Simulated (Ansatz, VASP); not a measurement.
Two plane-wave programs on AlAs

Contents of INCAR:

```
  ALGO = Normal
  EDIFF = 1E-6
  ENCUT = 500
  GGA = PE
  GGA_COMPAT = False
  ISIF = 2
  ISMEAR = 0
  IVDW = 13
  LASPH = True
  LCHARG = False
  LREAL = False
  LWAVE = False
  NBANDS = 11
  NELM = 120
  PREC = Accurate
  SIGMA = 0.01
```

KPOINTS

```
k-points
0
Gamma
  7 7 7
```

Contents of POSCAR:

```
AlAs
1.0
    0.0000000000      2.8304000000      2.8304000000
    2.8304000000      0.0000000000      2.8304000000
    2.8304000000      2.8304000000      0.0000000000
Al As
1 1
Direct
    0.0000000000      0.0000000000      0.0000000000
    0.2500000000      0.2500000000      0.2500000000
```

Input for Ansatz:

```yaml
crystal:
  lattice:
    - [0.0, 2.8304, 2.8304]
    - [2.8304, 0.0, 2.8304]
    - [2.8304, 2.8304, 0.0]
  atoms:
    - { symbol: Al, position: [0.0, 0.0, 0.0] }
    - { symbol: As, position: [0.25, 0.25, 0.25] }
basis:
  ecutwfc: 435.382179935808
  xc_grid: 3
kpoints:
  mp_grid:
    grid: [7, 7, 7]
hamiltonian:
  xc: pbe
  dispersion: d4
  pseudopotentials:
    kind: paw
scf:
  algorithm: direct_min
  convergence:
    dr2_threshold: 1.0e-08
  mixing:
    algorithm: anderson
  occupations:
    method: fixed
output:
  eigenvalues: true
```

Alike in both runs: task single point; functional PBE; dispersion D4; k mesh 7 × 7 × 7; no spin polarisation.

|  | VASP | Ansatz |
| --- | --- | --- |
| version | VASP 6.6.1 | Ansatz 0.2.0 |
| potentials or method | VASP PAW PBE potentials, release 64 (Al, As), cutoff 500 eV | plane waves, PAW |
| occupations | gaussian, width 0.01 eV | fixed |
| valence electrons in the cell | 8 | 18 |

```csv
,VASP,Ansatz,Ansatz less VASP
gap on the k mesh at the Fermi level (eV),1.54,1.55,+0.011
```

VASP's potentials hold 8 valence electrons a cell and Ansatz's 18, so a difference there can come from the potentials and not from the codes.
